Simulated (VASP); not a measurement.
# Ca (I4/mmm) in VASP: single point with r2SCAN

Aim: the single point of Ca with r2SCAN.

Everything below comes from runs of VASP 6.6.1. Logs are shortened: lines on timing, memory, paths and dates and some standing lists are left out, and cuts for length are marked.

## Step 1: The cell of the first run

The structure is tetragonal, space group I4/mmm (No. 139). Conventional cell: a = 4.368 Å, b = 4.368 Å, c = 4.256 Å, α = 90.00°, β = 90.00°, γ = 90.00°. Within 4.9 Å of Ca (site symmetry 4/mmm) lie 14 Ca at 3.75 to 4.37 Å.

## Step 2: Single point, r2SCAN (strain -0.025 along x and y, -0.050 along z)

File POSCAR:

```
Ca
1.0
   -2.1840000000      2.1840000000      2.1280000000
    2.1840000000     -2.1840000000      2.1280000000
    2.1840000000      2.1840000000     -2.1280000000
Ca
1
Direct
    0.0000000000      0.0000000000      0.0000000000
```

File INCAR.step1:

```
  PREC = Accurate
  ENCUT = 550
  ISMEAR = 0
  SIGMA = 0.15
  LREAL = F
  LASPH = T
  NELM = 120
  NBANDS = 11
  GGA = PE
  ALGO = Normal
  EDIFF = 1E-5
  LWAVE = T
  LCHARG = F
  GGA_COMPAT = F
```

File INCAR.step2:

```
  PREC = Accurate
  ENCUT = 550
  EDIFF = 1E-6
  ISMEAR = 0
  SIGMA = 0.15
  LREAL = F
  LASPH = T
  NELM = 120
  ALGO = Normal
  ISIF = 2
  LWAVE = F
  LCHARG = F
  METAGGA = R2SCAN
  LMIXTAU = T
  NBANDS = 11
  ISTART = 1
  GGA_COMPAT = F
```

File KPOINTS:

```
Automatic mesh
0
Gamma
  16 16 16
```

Potentials or basis: VASP PAW PBE potentials, release 64 (Ca_sv).

On the command line:

```bash
cat potpaw_PBE.64/Ca_sv/POTCAR > POTCAR
cp INCAR.step1 INCAR
mpirun -np 1 vasp_std > vasp.out
cp INCAR.step2 INCAR
mpirun -np 1 vasp_std > vasp.out
```

OUTCAR:

```text
PREC = Accurate
   ENCUT = 550
   EDIFF = 1E-6
   ISMEAR = 0
   LREAL = F
   LASPH = T
   NELM = 120
   ISIF = 2
   METAGGA = R2SCAN
   ISTART = 1

 ion  position               nearest neighbor table
   1  0.000  0.000  0.000-

  LATTYP: Found a body centered tetragonal cell.
 ALAT       =     4.3680000000
 C/A-ratio  =     0.9743589744

  Lattice vectors:

 A1 = (  -2.1840000000,   2.1840000000,   2.1280000000)
 A2 = (   2.1840000000,  -2.1840000000,   2.1280000000)
 A3 = (   2.1840000000,   2.1840000000,  -2.1280000000)

Analysis of symmetry for initial positions (statically):
=====================================================================
 Subroutine PRICEL returns:
 Original cell was already a primitive cell.

 Routine SETGRP: Setting up the symmetry group for a
 body centered tetragonal supercell.

 Subroutine GETGRP returns: Found 16 space group operations
 (whereof 16 operations were pure point group operations)
 out of a pool of 16 trial point group operations.

The static configuration has the point symmetry D_4h.

Analysis of symmetry for dynamics (positions and initial velocities):
=====================================================================
 Subroutine PRICEL returns:
 Original cell was already a primitive cell.

 Routine SETGRP: Setting up the symmetry group for a
 body centered tetragonal supercell.

 Subroutine GETGRP returns: Found 16 space group operations
 (whereof 16 operations were pure point group operations)
 out of a pool of 16 trial point group operations.

The dynamic configuration has the point symmetry D_4h.

 Subroutine INISYM returns: Found 16 space group operations
 (whereof 16 operations are pure point group operations),
 and found     1 'primitive' translations

----------------------------------------------------------------------------------------

                                     Primitive cell

  volume of cell :      40.6010

  direct lattice vectors                    reciprocal lattice vectors
    -2.184000000  2.184000000  2.128000000     0.000000000  0.228937729  0.234962406
     2.184000000 -2.184000000  2.128000000     0.228937729  0.000000000  0.234962406
     2.184000000  2.184000000 -2.128000000     0.228937729  0.228937729  0.000000000

  length of vectors
     3.750746059  3.750746059  3.750746059     0.328054593  0.328054593  0.323766841

  position of ions in fractional coordinates (direct lattice)
     0.000000000  0.000000000  0.000000000

  ion indices of the primitive-cell ions
   primitive index   ion index
                 1           1

----------------------------------------------------------------------------------------

 KPOINTS: Automatic mesh

Automatic generation of k-mesh.
 Grid dimensions read from file:
 generate k-points for:   16   16   16

 Generating k-lattice:

  Cartesian coordinates                     Fractional coordinates (reciprocal lattice)
     0.000000000  0.014308608  0.014685150     0.062500000 -0.000000000  0.000000000
     0.014308608  0.000000000  0.014685150    -0.000000000  0.062500000  0.000000000
     0.014308608  0.014308608  0.000000000     0.000000000  0.000000000  0.062500000

  Length of vectors
     0.020503412  0.020503412  0.020235428

  Shift w.r.t. Gamma in fractional coordinates (k-lattice)
     0.000000000  0.000000000  0.000000000

 Subroutine IBZKPT returns following result:
 ===========================================

 Found    349 irreducible k-points:

 Following reciprocal coordinates:
            Coordinates               Weight
  0.000000  0.000000  0.000000      1.000000
  0.062500 -0.000000  0.000000      8.000000
  0.125000 -0.000000  0.000000      8.000000
  0.187500 -0.000000  0.000000      8.000000
  0.250000 -0.000000  0.000000      8.000000
  0.312500 -0.000000  0.000000      8.000000
[... 16 lines left out ...]
 -0.125000  0.062500 -0.000000     16.000000
 -0.062500  0.062500  0.000000      4.000000
 [... further k-points ...]
   k-points           NKPTS =    349   k-points in BZ     NKDIM =    349   number of bands    NBANDS=     11
   number of dos      NEDOS =    301   number of ions     NIONS =      1
   total plane-waves  NPLWV =  27000
   dimension x,y,z NGX =    30 NGY =   30 NGZ =   30
   dimension x,y,z NGXF=    60 NGYF=   60 NGZF=   60
   ions per type =               1
   NGX,Y,Z   is equivalent  to a cutoff of  13.30, 13.30, 13.30 a.u.
   NGXF,Y,Z  is equivalent  to a cutoff of  26.59, 26.59, 26.59 a.u.
 SYSTEM =  unknown system
   PREC   = accura    normal or accurate (medium, high low for compatibility)
   ISTART =      1    job   : 0-new  1-cont  2-samecut
   ICHARG =      0    charge: 1-file 2-atom 10-const
   ISPIN  =      1    spin polarized calculation?
   LNONCOLLINEAR =      F non collinear calculations
   LSORBIT =      F    spin-orbit coupling
   LASPH  =      T    aspherical Exc in radial PAW
   ENCUT  =  550.0 eV  40.42 Ry    6.36 a.u.   7.17  7.17  7.17*2*pi/ulx,y,z
   NELM   =    120;   NELMIN=  2; NELMDL=  0     # of ELM steps
   EDIFF  = 0.1E-05   stopping-criterion for ELM
   LREAL  =      F    real-space projection
   EDIFFG = 0.1E-04   stopping-criterion for IOM
   NSW    =      0    number of steps for IOM
   IBRION =     -1    ionic relax: 0-MD 1-quasi-New 2-CG
   NFREE  =      0    steps in history (QN), initial steepest desc. (CG)
   ISIF   =      2    stress and relaxation
   ISYM   =      2    0-nonsym 1-usesym 2-fastsym
   POTIM  = 0.5000    time-step for ionic-motion
   TEBEG  =    0.0;   TEEND  =   0.0 temperature during run
   PSTRESS=    0.0 pullay stress
   NELECT =      10.0000    total number of electrons
   NUPDOWN=      -1.0000    fix difference up-down
   EMIN   =  10.00;   EMAX   =-10.00  energy-range for DOS
   EFERMI =   0.00;   METHOD = LEGACY
   ISMEAR =     0;   SIGMA  =   0.15  broadening in eV -4-tet -1-fermi 0-gaus
   EFERMI_NEDOS =   21; number of points for ismear=-14 and -15
   IALGO  =     38    algorithm
   IMIX   =      4    mixing-type and parameters
     AMIX     =   0.40;   BMIX     =  1.00
     AMIX_MAG =   1.60;   BMIX_MAG =  1.00
  volume/ion in A,a.u.               =      40.60       273.99
  Fermi-wavevector in a.u.,A,eV,Ry     =   1.026193  1.939224 14.327926  1.053073
  Thomas-Fermi vector in A             =   2.160073
   LORBIT       =      0    0 simple, 1 ext, 2 COOP (PROOUT), +10 PAW based schemes
   METAGGA = R2SCAN    functional components
   LHFCALC =     F    Hartree Fock is set to
   AEXX    =    0.0000 exact exchange contribution
   IVDW    =     0    specifies the selected vdW correction
   LEPSILON=     F    determine dielectric tensor
   LRPA    =     F    only Hartree local field effects (RPA)
 non-spin polarized calculation
 Gauss-broadening in eV      SIGMA  =   0.15
  energy-cutoff  :      550.00
  volume of cell :       40.60
 maximum number of plane-waves:      1216
 NGX is ok and might be reduce to    30
   NGX = 15   NGY = 15   NGZ = 15

 number of electron       9.9999999 magnetization

 Free energy of the ion-electron system (eV)
  ---------------------------------------------------
  ext. energy  EPLUGINS =         0.00000000
  ---------------------------------------------------
  free energy    TOTEN  =        -7.01325981 eV

  energy without entropy =       -6.99700534  energy(sigma->0) =       -7.00513257

 E-fermi :   2.2072     XC(G=0):  -8.3445

 val. band max:        2.2050152399   @ k =  -0.4375   0.5000   0.3750
 cond. band min:       2.2077997378   @ k =  -0.2500  -0.4375   0.1250
 fundamental gap:      0.0027844978
 Fermi energy:         2.2072255380

 k-point     1 :       0.0000    0.0000    0.0000
  band No.  band energies     occupation
      1     -41.5290      2.00000
      2     -21.5540      2.00000
      3     -21.5488      2.00000
      4     -21.5488      2.00000
      5      -2.1968      2.00000
      6       4.8446      0.00000
      7       4.9754      0.00000
      8       4.9754      0.00000
      9       5.9777      0.00000
     10       6.1433      0.00000
     11      13.0657      0.00000

 k-point     2 :       0.0625   -0.0000    0.0000
  band No.  band energies     occupation
      1     -41.5283      2.00000
      2     -21.5590      2.00000
      3     -21.5509      2.00000
      4     -21.5505      2.00000
      5      -2.1187      2.00000
      6       4.8281      0.00000
      7       4.9415      0.00000
      8       4.9961      0.00000
      9       5.9605      0.00000
     10       6.0984      0.00000
     11      13.0457      0.00000

 k-point     3 :       0.1250   -0.0000    0.0000
  band No.  band energies     occupation
      1     -41.5263      2.00000
      2     -21.5771      2.00000
      3     -21.5571      2.00000
      4     -21.5513      2.00000
      5      -1.8875      2.00000
      6       4.7012      0.00000
      7       4.7987      0.00000
      8       5.1480      0.00000
      9       5.8953      0.00000
     10       6.0548      0.00000
     11      12.7861      0.00000

 k-point     4 :       0.1875   -0.0000    0.0000
  band No.  band energies     occupation
      1     -41.5232      2.00000
      2     -21.6049      2.00000
      3     -21.5664      2.00000
      4     -21.5517      2.00000
      5      -1.5129      2.00000
      6       4.4883      0.00000
      7       4.4999      0.00000
      8       5.4232      0.00000
      9       5.8657      0.00000
     10       6.0658      0.00000
     11      12.0150      0.00000
[... 239 lines left out ...]
 k-point    22 :      -0.1875    0.0625   -0.0000
  band No.  band energies     occupation
      1     -41.5244      2.00000
      2     -21.5933      2.00000
      3     -21.5614      2.00000
      4     -21.5533      2.00000
      5      -1.6670      2.00000
      6       4.5594      0.00000
      7       4.6422      0.00000
      8       5.3357      0.00000
      9       5.7695      0.00000
     10       6.1296      0.00000
     11      12.4479      0.00000

 k-point    23 :      -0.1250    0.0625   -0.0000
  band No.  band energies     occupation
      1     -41.5270      2.00000
      2     -21.5699      2.00000
      3     -21.5562      2.00000
      4     -21.5508      2.00000
      5      -1.9681      2.00000
      6       4.7370      0.00000
      7       4.8455      0.00000
      8       5.1289      0.00000
      9       5.8360      0.00000
     10       6.1252      0.00000
     11      12.8276      0.00000

 k-point    24 :      -0.0625    0.0625    0.0000
  band No.  band energies     occupation
      1     -41.5283      2.00000
      2     -21.5561      2.00000
      3     -21.5554      2.00000
      4     -21.5487      2.00000
      5      -2.1207      2.00000
      6       4.8149      0.00000
      7       4.9270      0.00000
      8       5.0332      0.00000
      9       5.9132      0.00000
     10       6.1400      0.00000
     11      12.9845      0.00000

 [... further k-points ...]
[... 5 lines left out ...]
  --------------------------------------------------------------------------------------
  -------------------------------------------------------------------------------------
  Total        0.3336341      0.3336341      0.3287966      0.0000000     -0.0000000      0.0000000
  in kB       13.1657041     13.1657041     12.9748096      0.0000000     -0.0000000      0.0000000
  external PRESSURE =      13.1020726 kB  Pullay stress =       0.0000000 kB

 VOLUME and BASIS-vectors are now :
 -----------------------------------------------------------------------------
  energy-cutoff  :      550.00
  volume of cell :       40.60
      direct lattice vectors                 reciprocal lattice vectors
    -2.184000000  2.184000000  2.128000000     0.000000000  0.228937729  0.234962406
     2.184000000 -2.184000000  2.128000000     0.228937729  0.000000000  0.234962406
     2.184000000  2.184000000 -2.128000000     0.228937729  0.228937729  0.000000000

 POSITION                                       TOTAL-FORCE (eV/Angst)
 -----------------------------------------------------------------------------------
      0.00000      0.00000      0.00000         0.000000     -0.000000      0.000000
 -----------------------------------------------------------------------------------
    total drift:                                0.000000     -0.000000      0.000000

  FREE ENERGIE OF THE ION-ELECTRON SYSTEM (eV)
  ---------------------------------------------------
  free  energy   TOTEN  =        -7.0132598093 eV

  energy  without entropy=       -6.9970053360  energy(sigma->0) =       -7.00513257
```

Wall time 12 min (1 thread of Oxide Virtual Turin-like, shared host); peak memory 0.27 GiB.

Results:

```yaml
Free_energy: -7.0133 eV
Pressure: 1.3 GPa
Band_gap_on_the_k_mesh: zero (bands 5 and 6 overlap by 0.55 eV)
```

Caveat: the cell differs from its parent crystal (strain -0.025 along x and y, -0.050 along z); the PAW data sets were made with another functional, which shifts forces and pressure a little.
